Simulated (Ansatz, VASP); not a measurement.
**Al2O3: VASP beside Ansatz**

```xyz
10
Lattice="2.4025 1.3871 4.3721 -2.4025 1.3871 4.3721 0.0000 -2.7742 4.3721" Properties=species:S:1:pos:R:3 pbc="T T T"
Al    0.0000    0.0000    8.4981
Al    0.0000    0.0000   11.1763
Al    0.0000    0.0000    1.9399
Al    0.0000    0.0000    4.6182
O     0.9315   -1.3871    5.4651
O     1.6670    0.1131    7.6511
O    -1.6670   -0.1131    5.4651
O     0.7355    1.5002    5.4651
O    -0.7355   -1.5002    7.6511
O    -0.9315    1.3871    7.6511
```

Alike in both runs: functional PBE; k mesh 8 × 8 × 8; occupations fermi-dirac, width 0.02 eV; no spin polarisation.

Ansatz relaxed the structure, and its values are those at the end. VASP's run is a single point on that final structure, the one shown.

|  | VASP | Ansatz |
| --- | --- | --- |
| version | VASP 6.6.1 | Ansatz 0.2.0 |
| potentials or method | VASP PAW PBE potentials, release 64 (Al, O) | plane-wave PAW, scalar-relativistic |
| plane-wave cutoff (eV) | 520 | 420 |
| valence electrons in the cell | 48 | 48 |

Ansatz gave:

| Property | Result |
| --- | --- |
| gap on the k mesh at the Fermi level (eV) | 5.88 |
| pressure (GPa) | 0.5 |
| rms of the force components (eV/Å) | 0.005 |

What did VASP give for the same quantities?

gap on the k mesh at the Fermi level (eV): 5.88; pressure (GPa): 0.3; rms of the force components (eV/Å): 0.005.

Ansatz's warnings: stress scf threshold loose.
